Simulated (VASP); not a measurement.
# TiAl (P-6m2) in VASP: a series of runs, part 2 of 2

VASP 6.6.1. Earlier steps stand in the parts before.

## (5) Single point, PBEsol

This run uses another cell than the first one, of 16.65 Å³/atom, 1.027 times its volume.

File INCAR:

```
PREC     = Accurate       # precision mode
ENCUT    = 500            # plane-wave cutoff, eV
EDIFF    = 1E-6           # SCF threshold, eV
ISMEAR   = 0              # smearing method
SIGMA    = 0.1            # smearing width, eV
LREAL    = False          # projectors in reciprocal space
LASPH    = True           # aspherical terms in the spheres
NELM     = 120            # most SCF steps
ALGO     = Normal         # electronic algorithm
ISIF     = 2              # what is computed and relaxed
LWAVE    = False          # write WAVECAR
LCHARG   = False          # write CHGCAR
GGA      = PS             # functional
NBANDS   = 14             # bands
GGA_COMPAT= False
```

File KPOINTS:

```
Automatic mesh
0
Gamma
  9 9 4
```

File POSCAR:

```
TiAl
1.0
    2.8672622327      0.0000000000      0.0000000000
   -1.4336311163      2.4831219328      0.0000000000
    0.0000000000      0.0000000000      4.6780830000
Ti Al
1 1
Direct
    0.0000000000      0.0000000000      0.0000000000
    0.3333333300      0.6666666700      0.5000000000
```

Potentials or basis: VASP PAW PBE potentials, release 64 (Ti_sv, Al).

Command:

```bash
$ cat potpaw_PBE.64/Ti_sv/POTCAR potpaw_PBE.64/Al/POTCAR > POTCAR
$ mpirun -np 1 vasp_std > vasp.out
```

OUTCAR:

```text
PREC = Accurate
   ENCUT = 500
   EDIFF = 1E-6
   ISMEAR = 0
   LREAL = False
   LASPH = True
   NELM = 120
   ISIF = 2
   GGA = PS

 ion  position               nearest neighbor table
   1  0.000  0.000  0.000-   2 2.87   2 2.87   2 2.87   2 2.87   2 2.87   2 2.87
   2  0.333  0.667  0.500-   1 2.87   1 2.87   1 2.87   1 2.87   1 2.87   1 2.87

  LATTYP: Found a hexagonal cell.
 ALAT       =     2.8672622327
 C/A-ratio  =     1.6315504549

  Lattice vectors:

 A1 = (   2.8672622327,   0.0000000000,   0.0000000000)
 A2 = (  -1.4336311163,   2.4831219328,   0.0000000000)
 A3 = (   0.0000000000,   0.0000000000,   4.6780830000)

Analysis of symmetry for initial positions (statically):
=====================================================================
 Subroutine PRICEL returns:
 Original cell was already a primitive cell.

 Routine SETGRP: Setting up the symmetry group for a
 hexagonal supercell.

 Subroutine GETGRP returns: Found 12 space group operations
 (whereof 12 operations were pure point group operations)
 out of a pool of 24 trial point group operations.

The static configuration has the point symmetry D_3h.

[... 165 lines left out ...]
 fundamental gap:      0.0251068639
 Fermi energy:         7.8026751579

 k-point     1 :       0.0000    0.0000    0.0000
  band No.  band energies     occupation
      1     -48.5098      2.00000
      2     -24.9429      2.00000
      3     -24.5017      2.00000
      4     -24.5017      2.00000
      5      -1.1570      2.00000
      6       5.4816      2.00000
      7       5.9466      2.00000
      8       9.0706      0.00000
      9       9.0706      0.00000
     10      10.5394      0.00000
     11      10.5394      0.00000
     12      11.6637      0.00000
     13      20.6322      0.00000
     14      20.6322      0.00000
[... 377 lines left out ...]
      1     -48.4010      2.00000
      2     -24.9086      2.00000
      3     -24.9052      2.00000
      4     -24.8367      2.00000
      5       5.9382      2.00000
      6       5.9430      2.00000
      7       6.2440      2.00000
      8       7.2009      2.00000
      9       7.7854      1.19287
     10      10.2832      0.00000
     11      10.4976      0.00000
     12      11.1503      0.00000
     13      14.5681      0.00000
     14      14.6218      0.00000

 [... further k-points ...]
[... 5 lines left out ...]
  --------------------------------------------------------------------------------------
  -------------------------------------------------------------------------------------
  Total       -0.5419249     -0.5419249     -0.6905478     -0.0000000     -0.0000000     -0.0000000
  in kB      -26.0685172    -26.0685172    -33.2178060     -0.0000000     -0.0000000     -0.0000000
  external PRESSURE =     -28.4516135 kB  Pullay stress =       0.0000000 kB

 VOLUME and BASIS-vectors are now :
 -----------------------------------------------------------------------------
  energy-cutoff  :      500.00
  volume of cell :       33.31
      direct lattice vectors                 reciprocal lattice vectors
     2.867262233  0.000000000  0.000000000     0.348764751  0.201359423  0.000000000
    -1.433631116  2.483121933  0.000000000     0.000000000  0.402718846  0.000000000
     0.000000000  0.000000000  4.678083000     0.000000000  0.000000000  0.213762774

 POSITION                                       TOTAL-FORCE (eV/Angst)
 -----------------------------------------------------------------------------------
      0.00000      0.00000      0.00000         0.000000      0.000000      0.000000
     -0.00000      1.65541      2.33904        -0.000000      0.000000      0.000000
 -----------------------------------------------------------------------------------
    total drift:                               -0.000000      0.000000      0.000000

  FREE ENERGIE OF THE ION-ELECTRON SYSTEM (eV)
  ---------------------------------------------------
  free  energy   TOTEN  =       -12.9359822133 eV

  energy  without entropy=      -12.9225839561  energy(sigma->0) =      -12.92928308
```

OSZICAR:

```text
N       E                     dE             d eps       ncg     rms          rms(c)
DAV:   1     0.941924397446E+02    0.94192E+02   -0.69150E+03  1008   0.104E+03
DAV:   2    -0.880007189237E+01   -0.10299E+03   -0.98890E+02  1044   0.295E+02
DAV:   3    -0.144105625015E+02   -0.56105E+01   -0.55091E+01  1508   0.647E+01
DAV:   4    -0.145504343360E+02   -0.13987E+00   -0.13970E+00  1186   0.933E+00
DAV:   5    -0.145559662380E+02   -0.55319E-02   -0.55316E-02  1572   0.172E+00    0.952E+00
DAV:   6    -0.132661914945E+02    0.12898E+01   -0.64377E+00  1150   0.307E+01    0.368E+00
DAV:   7    -0.129698048387E+02    0.29639E+00   -0.70008E-01  1140   0.980E+00    0.199E+00
DAV:   8    -0.129391501662E+02    0.30655E-01   -0.17631E-01  1164   0.441E+00    0.751E-01
DAV:   9    -0.129390571672E+02    0.92999E-04   -0.49254E-02  1116   0.303E+00    0.485E-01
DAV:  10    -0.129359351814E+02    0.31220E-02   -0.88178E-03  1122   0.115E+00    0.839E-02
DAV:  11    -0.129359851140E+02   -0.49933E-04   -0.83081E-04  1408   0.262E-01    0.433E-02
DAV:  12    -0.129359842311E+02    0.88299E-06   -0.29478E-05  1110   0.529E-02    0.237E-02
DAV:  13    -0.129359820914E+02    0.21396E-05   -0.46492E-06  1206   0.226E-02    0.822E-03
DAV:  14    -0.129359822133E+02   -0.12193E-06   -0.78178E-07   782   0.822E-03
   1 F= -.12935982E+02 E0= -.12929283E+02  d E =-.133983E-01
```

stdout:

```text
POSCAR found type information on POSCAR TiAl
 POSCAR found :  2 types and       2 ions
 scaLAPACK will be used
 -----------------------------------------------------------------------------
|                                                                             |
|                                                                             |
|     You enforced a specific xc type in the INCAR file but a different       |
|     I HOPE YOU KNOW WHAT YOU ARE DOING!                                     |
|                                                                             |
 -----------------------------------------------------------------------------

 LDA part: xc-table for (Slater+PW92), standard interpolation
 POSCAR, INCAR and KPOINTS ok, starting setup
 FFT: planning ... GRIDC
 FFT: planning ... GRID_SOFT
 FFT: planning ... GRID
 WAVECAR not read
 entering main loop
```

Run time: 20 s. Hardware: 1 thread of Intel Xeon Platinum 8488C (Sapphire Rapids), shared host; peak memory 0.15 GiB.

What came out:

* Free energy: -12.9360 eV
* Pressure: -2.8 GPa

Stress tensor (GPa, compression positive):
```
-2.61  0.00  0.00
 0.00 -2.61  0.00
 0.00  0.00 -3.32
```

Caveat: the PAW data sets were made with another functional, which shifts forces and pressure a little.

## (6) Summary

```tsv
cell	k mesh	cutoff (eV)	smearing	gap on the mesh (eV)	pressure (GPa)
a = 2.848, b = 2.848, c = 4.619 Å, angles 90.0, 90.0, 120.0°, 2 atoms	21 × 21 × 12	520	gaussian 0.15 eV	none	0.1
a = 2.848, b = 2.848, c = 4.619 Å, angles 90.0, 90.0, 120.0°, 2 atoms	18 × 18 × 10	520	gaussian 0.1 eV	none	0.0
a = 2.848, b = 2.848, c = 4.619 Å, angles 90.0, 90.0, 120.0°, 2 atoms	18 × 18 × 10	520	gaussian 0.15 eV	none	0.1
a = 2.867, b = 2.867, c = 4.678 Å, angles 90.0, 90.0, 120.0°, 2 atoms	9 × 9 × 4	500	gaussian 0.1 eV	none	-2.8
```

Alike in all rows: task single point; level PBEsol; potentials or basis VASP PAW PBE potentials, release 64 (Ti_sv, Al); no spin polarisation.

Every run on the cell as given and a fine mesh finds a metal.

Caveats: the PAW data sets were made with another functional, which shifts forces and pressure a little.

Total energies depend on the potentials used, so only differences within one code and one set of settings carry meaning.
